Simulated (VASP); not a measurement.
Wanted: the native input for a VASP 6.6.1 run.

- Task: single point
- Functional: r2SCAN
- Potentials or basis: VASP PAW PBE potentials, release 64 (Sn_d, Se)
- Cutoff: 520 eV
- k mesh: 6 × 6 × 6
- Occupations: fermi-dirac, width 0.02 eV
- Spin: no spin polarisation
- Dipole correction: no
- Further INCAR settings: ALGO = Normal; EDIFF = 1e-07; NBANDS = 20

SnSe2:

```
Sn Se
1.0
     1.89501    1.09409    6.02691
    -1.89501    1.09409    6.02691
     0.00000   -2.18817    6.02691
Sn Se
1 2
Direct
  0.99977 0.99977 0.99977
  0.42787 0.42787 0.42787
  0.23902 0.23902 0.23902
```

These files were run (other wordings do the same):

POSCAR

```
SnSe2
1.0
    1.8950116508      1.0940854867      6.0269119653
   -1.8950116508      1.0940854867      6.0269119653
    0.0000000000     -2.1881709734      6.0269119653
Sn Se
1 2
Direct
   -0.0002292479     -0.0002292479     -0.0002292479
    0.4278747019      0.4278747019      0.4278747019
    0.2390212127      0.2390212127      0.2390212127
```

INCAR.step1

```
SYSTEM = SnSe2
ALGO     = Normal         ! electronic algorithm
EDIFF    = 1E-4           ! SCF threshold, eV
ENCUT    = 520            ! plane-wave cutoff, eV
GGA      = PE             ! functional
ISMEAR   = -1             ! smearing method
LASPH    = .True.         ! aspherical terms in the spheres
LCHARG   = .False.        ! write CHGCAR
LREAL    = .False.        ! projectors in reciprocal space
LWAVE    = .True.         ! write WAVECAR
NBANDS   = 20             ! bands
NELM     = 100            ! most SCF steps
PREC     = Accurate       ! precision mode
SIGMA    = 0.02           ! smearing width, eV
```

INCAR.step2

```
SYSTEM = SnSe2
ALGO     = Normal         ! electronic algorithm
EDIFF    = 1E-7           ! SCF threshold, eV
ENCUT    = 520            ! plane-wave cutoff, eV
ISIF     = 2              ! what is computed and relaxed
ISMEAR   = -1             ! smearing method
ISTART   = 1            
LASPH    = .True.         ! aspherical terms in the spheres
LCHARG   = .False.        ! write CHGCAR
LMIXTAU  = .True.       
LREAL    = .False.        ! projectors in reciprocal space
LWAVE    = .False.        ! write WAVECAR
METAGGA  = R2SCAN         ! meta-GGA
NBANDS   = 20             ! bands
NELM     = 100            ! most SCF steps
PREC     = Accurate       ! precision mode
SIGMA    = 0.02           ! smearing width, eV
```

KPOINTS

```
k-points
0
Gamma
  6 6 6
  0 0 0
```

Potentials or basis: VASP PAW PBE potentials, release 64 (Sn_d, Se).

The run is started by

```console
$ cat potpaw_PBE.64/Sn_d/POTCAR potpaw_PBE.64/Se/POTCAR > POTCAR
$ cp INCAR.step1 INCAR
$ mpirun -np 1 vasp_std > vasp.out
$ cp INCAR.step2 INCAR
$ mpirun -np 1 vasp_std > vasp.out
```

Results of the run:

```yaml
Pressure: 1.1 GPa
Largest_force: 0.051 eV/Å
Band_gap_on_the_k_mesh: zero (band 13 reaches 5.18 eV, above the bottom of band 14 at 4.81 eV)
```

Caveat: the PAW data sets were made with another functional, which shifts forces and pressure a little; spin-orbit coupling is left out, which moves the levels of the heavy elements.

Wall time 5.5 min on 1 thread of AMD EPYC 7R13 Processor (Zen 3) (shared host), peak memory 0.34 GiB.
